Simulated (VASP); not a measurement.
# CsCdCl3 (P4mm) in VASP: single point with LDA

Aim: the single point of CsCdCl3 with LDA.

Everything below comes from runs of VASP 6.6.1. Logs are shortened: lines on timing, memory, paths and dates and some standing lists are left out, and cuts for length are marked.

## 1. The cell of the first run

It takes space group P4mm (No. 99, tetragonal). The conventional cell has a = 5.200 Å, b = 5.200 Å, c = 5.200 Å, α = 90.00°, β = 90.00°, γ = 90.00°. Within 4.7 Å of Cs (site symmetry 4mm) lie 12 Cl at 3.59 to 3.77 Å and 8 Cd at 4.50 Å. Within 3.3 Å of Cd (site symmetry 4mm) lie 6 Cl at 2.48 to 2.72 Å. Cl (site symmetry 2mm) has 2 Cd at 2.60 Å within 3.4 Å. Cl (site symmetry 4mm) has 2 Cd at 2.48 to 2.72 Å within 3.3 Å.

## 2. Single point, LDA (all Cl atoms moved +0.125 Å, as atom 3 along Cartesian [0 0 1])

INCAR

```
ALGO = Normal
EDIFF = 1E-7
ENCUT = 520
ISIF = 2
ISMEAR = 0
LASPH = True
LCHARG = False
LREAL = False
LWAVE = False
NBANDS = 29
NELM = 60
PREC = Accurate
SIGMA = 0.05
```

KPOINTS

```
k-points
0
Gamma
  6 6 6
```

POSCAR

```
CsCdCl3
1.0
    5.2000000000      0.0000000000      0.0000000000
    0.0000000000      5.2000000000      0.0000000000
    0.0000000000      0.0000000000      5.2000000000
Cs Cd Cl
1 1 3
Direct
    0.0000000000      0.0000000000      0.0000000000
    0.5000000000      0.5000000000      0.5000000000
    0.0000000000      0.5000000000      0.5240384615
    0.5000000000      0.0000000000      0.5240384615
    0.5000000000      0.5000000000      0.0240384615
```

Potentials or basis: VASP PAW LDA potentials, release 64 (Cs_sv, Cd, Cl).

The run is started by

```sh
> cat potpaw_LDA.64/Cs_sv/POTCAR potpaw_LDA.64/Cd/POTCAR potpaw_LDA.64/Cl/POTCAR > POTCAR
> mpirun -np 1 vasp_std > vasp.out
```

OUTCAR:

```text
EDIFF = 1E-7
   ENCUT = 520
   ISIF = 2
   ISMEAR = 0
   LASPH = True
   LREAL = False
   NELM = 60
   PREC = Accurate

 ion  position               nearest neighbor table
   1  0.000  0.000  0.000-
   2  0.500  0.500  0.500-   5 2.48   4 2.60   3 2.60   4 2.60   3 2.60   5 2.72
   3  0.000  0.500  0.524-   2 2.60   2 2.60
   4  0.500  0.000  0.524-   2 2.60   2 2.60
   5  0.500  0.500  0.024-   2 2.48   2 2.72

  LATTYP: Found a simple cubic cell.
 ALAT       =     5.2000000000

  Lattice vectors:

 A1 = (   5.2000000000,   0.0000000000,   0.0000000000)
 A2 = (   0.0000000000,   5.2000000000,   0.0000000000)
 A3 = (   0.0000000000,   0.0000000000,   5.2000000000)

Analysis of symmetry for initial positions (statically):
=====================================================================
 Subroutine PRICEL returns:
 Original cell was already a primitive cell.

 Routine SETGRP: Setting up the symmetry group for a
 simple cubic supercell.

 Subroutine GETGRP returns: Found  8 space group operations
 (whereof  8 operations were pure point group operations)
 out of a pool of 48 trial point group operations.

The static configuration has the point symmetry C_4v.

Analysis of symmetry for dynamics (positions and initial velocities):
=====================================================================
 Subroutine PRICEL returns:
 Original cell was already a primitive cell.

 Routine SETGRP: Setting up the symmetry group for a
 simple cubic supercell.

 Subroutine GETGRP returns: Found  8 space group operations
 (whereof  8 operations were pure point group operations)
 out of a pool of 48 trial point group operations.

The dynamic configuration has the point symmetry C_4v.

 Subroutine INISYM returns: Found  8 space group operations
 (whereof  8 operations are pure point group operations),
 and found     1 'primitive' translations

----------------------------------------------------------------------------------------

                                     Primitive cell

  volume of cell :     140.6080

  direct lattice vectors                    reciprocal lattice vectors
     5.200000000  0.000000000  0.000000000     0.192307692  0.000000000  0.000000000
     0.000000000  5.200000000  0.000000000     0.000000000  0.192307692  0.000000000
     0.000000000  0.000000000  5.200000000     0.000000000  0.000000000  0.192307692

  length of vectors
     5.200000000  5.200000000  5.200000000     0.192307692  0.192307692  0.192307692

  position of ions in fractional coordinates (direct lattice)
     0.000000000  0.000000000  0.000000000
     0.500000000  0.500000000  0.500000000
     0.000000000  0.500000000  0.524038461
     0.500000000  0.000000000  0.524038461
     0.500000000  0.500000000  0.024038461

  ion indices of the primitive-cell ions
   primitive index   ion index
                 1           1
                 2           2
                 3           3
                 4           4
                 5           5

----------------------------------------------------------------------------------------

 KPOINTS: k-points

Automatic generation of k-mesh.
 Grid dimensions read from file:
 generate k-points for:    6    6    6

 Generating k-lattice:

  Cartesian coordinates                     Fractional coordinates (reciprocal lattice)
     0.032051282  0.000000000  0.000000000     0.166666667  0.000000000  0.000000000
     0.000000000  0.032051282  0.000000000     0.000000000  0.166666667  0.000000000
     0.000000000  0.000000000  0.032051282     0.000000000  0.000000000  0.166666667

  Length of vectors
     0.032051282  0.032051282  0.032051282

  Shift w.r.t. Gamma in fractional coordinates (k-lattice)
     0.000000000  0.000000000  0.000000000

 Subroutine IBZKPT returns following result:
 ===========================================

 Found     40 irreducible k-points:

 Following reciprocal coordinates:
            Coordinates               Weight
  0.000000  0.000000  0.000000      1.000000
  0.166667  0.000000  0.000000      4.000000
  0.000000  0.000000  0.166667      2.000000
  0.333333  0.000000  0.000000      4.000000
  0.000000  0.000000  0.333333      2.000000
  0.500000  0.000000  0.000000      2.000000
[... 16 lines left out ...]
  0.166667  0.166667  0.166667      8.000000
  0.333333  0.166667  0.166667     16.000000
 [... further k-points ...]
   k-points           NKPTS =     40   k-points in BZ     NKDIM =     40   number of bands    NBANDS=     29
   number of dos      NEDOS =    301   number of ions     NIONS =      5
   total plane-waves  NPLWV =  64000
   dimension x,y,z NGX =    40 NGY =   40 NGZ =   40
   dimension x,y,z NGXF=    80 NGYF=   80 NGZF=   80
   ions per type =               1   1   3
   NGX,Y,Z   is equivalent  to a cutoff of  12.79, 12.79, 12.79 a.u.
   NGXF,Y,Z  is equivalent  to a cutoff of  25.58, 25.58, 25.58 a.u.
 SYSTEM =  unknown system
   PREC   = accura    normal or accurate (medium, high low for compatibility)
   ISTART =      0    job   : 0-new  1-cont  2-samecut
   ICHARG =      2    charge: 1-file 2-atom 10-const
   ISPIN  =      1    spin polarized calculation?
   LNONCOLLINEAR =      F non collinear calculations
   LSORBIT =      F    spin-orbit coupling
   LASPH  =      T    aspherical Exc in radial PAW
   ENCUT  =  520.0 eV  38.22 Ry    6.18 a.u.   9.67  9.67  9.67*2*pi/ulx,y,z
   NELM   =     60;   NELMIN=  2; NELMDL= -5     # of ELM steps
   EDIFF  = 0.1E-06   stopping-criterion for ELM
   LREAL  =      F    real-space projection
   EDIFFG = 0.1E-05   stopping-criterion for IOM
   NSW    =      0    number of steps for IOM
   IBRION =     -1    ionic relax: 0-MD 1-quasi-New 2-CG
   NFREE  =      0    steps in history (QN), initial steepest desc. (CG)
   ISIF   =      2    stress and relaxation
   ISYM   =      2    0-nonsym 1-usesym 2-fastsym
   POTIM  = 0.5000    time-step for ionic-motion
   TEBEG  =    0.0;   TEEND  =   0.0 temperature during run
   PSTRESS=    0.0 pullay stress
   NELECT =      42.0000    total number of electrons
   NUPDOWN=      -1.0000    fix difference up-down
   EMIN   =  10.00;   EMAX   =-10.00  energy-range for DOS
   EFERMI =   0.00;   METHOD = LEGACY
   ISMEAR =     0;   SIGMA  =   0.05  broadening in eV -4-tet -1-fermi 0-gaus
   EFERMI_NEDOS =   21; number of points for ismear=-14 and -15
   IALGO  =     38    algorithm
   IMIX   =      4    mixing-type and parameters
     AMIX     =   0.40;   BMIX     =  1.00
     AMIX_MAG =   1.60;   BMIX_MAG =  1.00
  volume/ion in A,a.u.               =      28.12       189.77
  Fermi-wavevector in a.u.,A,eV,Ry     =   1.094346  2.068014 16.294239  1.197593
  Thomas-Fermi vector in A             =   2.230649
   LORBIT       =      0    0 simple, 1 ext, 2 COOP (PROOUT), +10 PAW based schemes
   GGA     = CA    functional components
   LHFCALC =     F    Hartree Fock is set to
   AEXX    =    0.0000 exact exchange contribution
   IVDW    =     0    specifies the selected vdW correction
   LEPSILON=     F    determine dielectric tensor
   LRPA    =     F    only Hartree local field effects (RPA)
 non-spin polarized calculation
 Gauss-broadening in eV      SIGMA  =   0.05
  energy-cutoff  :      520.00
  volume of cell :      140.61
 maximum number of plane-waves:      3840
 NGX is ok and might be reduce to    40
   NGX = 19   NGY = 19   NGZ = 19

 number of electron      42.0000006 magnetization

 Free energy of the ion-electron system (eV)
  ---------------------------------------------------
  ext. energy  EPLUGINS =         0.00000000
  ---------------------------------------------------
  free energy    TOTEN  =       -16.77798266 eV

  energy without entropy =      -16.77798266  energy(sigma->0) =      -16.77798266

 E-fermi :   0.1558     XC(G=0):  -9.1372

 val. band max:       -0.1061144657   @ k =   0.5000   0.5000   0.5000
 cond. band min:       1.4662017483   @ k =   0.0000   0.0000   0.0000
 fundamental gap:      1.5723162140
 Fermi energy:         0.1557750054

 k-point     1 :       0.0000    0.0000    0.0000
  band No.  band energies     occupation
      1     -19.0291      2.00000
      2     -13.6578      2.00000
      3     -13.1213      2.00000
      4     -13.0837      2.00000
      5      -6.6754      2.00000
      6      -6.6754      2.00000
[... 21 lines left out ...]
     28       7.0812      0.00000
     29      10.9570      0.00000

 k-point     2 :       0.1667    0.0000    0.0000
  band No.  band energies     occupation
      1     -19.0265      2.00000
      2     -13.6267      2.00000
      3     -13.1220      2.00000
      4     -13.0919      2.00000
      5      -6.6997      2.00000
      6      -6.6758      2.00000
[... 21 lines left out ...]
     28       7.3715      0.00000
     29      10.4339      0.00000

 k-point     3 :       0.0000    0.0000    0.1667
  band No.  band energies     occupation
      1     -19.0266      2.00000
      2     -13.6222      2.00000
      3     -13.1359      2.00000
      4     -13.0821      2.00000
      5      -6.6924      2.00000
      6      -6.6924      2.00000
[... 21 lines left out ...]
     28       7.3603      0.00000
     29      10.5052      0.00000

 k-point     4 :       0.3333    0.0000    0.0000
  band No.  band energies     occupation
      1     -19.0215      2.00000
      2     -13.5615      2.00000
      3     -13.1300      2.00000
      4     -13.1028      2.00000
      5      -6.9685      2.00000
      6      -6.7146      2.00000
[... 597 lines left out ...]
     28       8.6641      0.00000
     29       8.7246      0.00000

 k-point    23 :       0.1667    0.1667    0.1667
  band No.  band energies     occupation
      1     -19.0220      2.00000
      2     -13.5554      2.00000
      3     -13.1349      2.00000
      4     -13.0987      2.00000
      5      -6.7278      2.00000
      6      -6.7226      2.00000
[... 21 lines left out ...]
     28       7.8521      0.00000
     29       9.6189      0.00000

 k-point    24 :       0.3333    0.1667    0.1667
  band No.  band energies     occupation
      1     -19.0175      2.00000
      2     -13.4827      2.00000
      3     -13.1365      2.00000
      4     -13.1140      2.00000
      5      -7.0002      2.00000
      6      -6.7359      2.00000
[... 21 lines left out ...]
     28       8.3713      0.00000
     29       8.9682      0.00000

 [... further k-points ...]

------------------------ aborting loop because EDIFF is reached ----------------------------------------

  FORCE on cell =-STRESS in cart. coord.  units (eV):
  Direction    XX          YY          ZZ          XY          YZ          ZX
  --------------------------------------------------------------------------------------
  -------------------------------------------------------------------------------------
  Total       -1.4801478     -1.4801478     -0.8677632      0.0000000      0.0000000      0.0000000
  in kB      -16.8657493    -16.8657493     -9.8878485      0.0000000      0.0000000      0.0000000
  external PRESSURE =     -14.5397824 kB  Pullay stress =       0.0000000 kB

 VOLUME and BASIS-vectors are now :
 -----------------------------------------------------------------------------
  energy-cutoff  :      520.00
  volume of cell :      140.61
      direct lattice vectors                 reciprocal lattice vectors
     5.200000000  0.000000000  0.000000000     0.192307692  0.000000000  0.000000000
     0.000000000  5.200000000  0.000000000     0.000000000  0.192307692  0.000000000
     0.000000000  0.000000000  5.200000000     0.000000000  0.000000000  0.192307692

 POSITION                                       TOTAL-FORCE (eV/Angst)
 -----------------------------------------------------------------------------------
      0.00000      0.00000      0.00000        -0.000000      0.000000      0.071196
      2.60000      2.60000      2.60000         0.000000     -0.000000      0.428906
      0.00000      2.60000      2.72500         0.000000      0.000000      0.012476
      2.60000      0.00000      2.72500        -0.000000     -0.000000      0.012476
      2.60000      2.60000      0.12500        -0.000000      0.000000     -0.525053
 -----------------------------------------------------------------------------------
    total drift:                                0.000000      0.000000     -0.000268

  FREE ENERGIE OF THE ION-ELECTRON SYSTEM (eV)
  ---------------------------------------------------
  free  energy   TOTEN  =       -16.7779826645 eV

  energy  without entropy=      -16.7779826645  energy(sigma->0) =      -16.77798266
```

Run time: 2.6 min. Hardware: 1 thread of Intel Xeon 6975P-C (Granite Rapids), shared host; peak memory 0.29 GiB.

What came out:

```yaml
Free_energy: -16.7780 eV
Pressure: -1.5 GPa
Largest_force: 0.525 eV/Å
Band_gap_on_the_k_mesh: 1.57 eV (least direct gap 2.13 eV)
```

Forces on the atoms (eV/Å):
```
Cs   0.000  0.000  0.071
Cd   0.000  0.000  0.429
Cl   0.000  0.000  0.012
Cl   0.000  0.000  0.012
Cl   0.000  0.000 -0.525
```

Levels at points of the mesh, in eV from the valence-band top:
| k point | band 19 | band 20 | band 21 | band 22 | band 23 | band 24 |
| --- | --- | --- | --- | --- | --- | --- |
| (0.00, 0.00, 0.00) | -0.57 | -0.57 | -0.56 | 1.57 | 5.58 | 5.90 |
| (0.50, 0.00, 0.00) | -0.89 | -0.84 | -0.83 | 4.30 | 6.92 | 7.23 |
| (0.00, 0.00, 0.50) | -0.92 | -0.84 | -0.84 | 4.26 | 6.94 | 7.24 |
| (0.50, 0.50, 0.00) | -1.06 | -0.29 | -0.01 | 6.08 | 7.08 | 7.08 |
| (0.00, 0.50, 0.50) | -1.05 | -0.30 | -0.02 | 6.05 | 7.05 | 7.13 |
| (0.50, 0.50, 0.50) | -0.26 | -0.01 | 0.00 | 5.68 | 5.68 | 5.71 |

Caveat: the cell differs from its parent crystal (all Cl atoms moved +0.125 Å, as atom 3 along Cartesian [0 0 1]); spin-orbit coupling is left out, which moves the levels of the heavy elements.
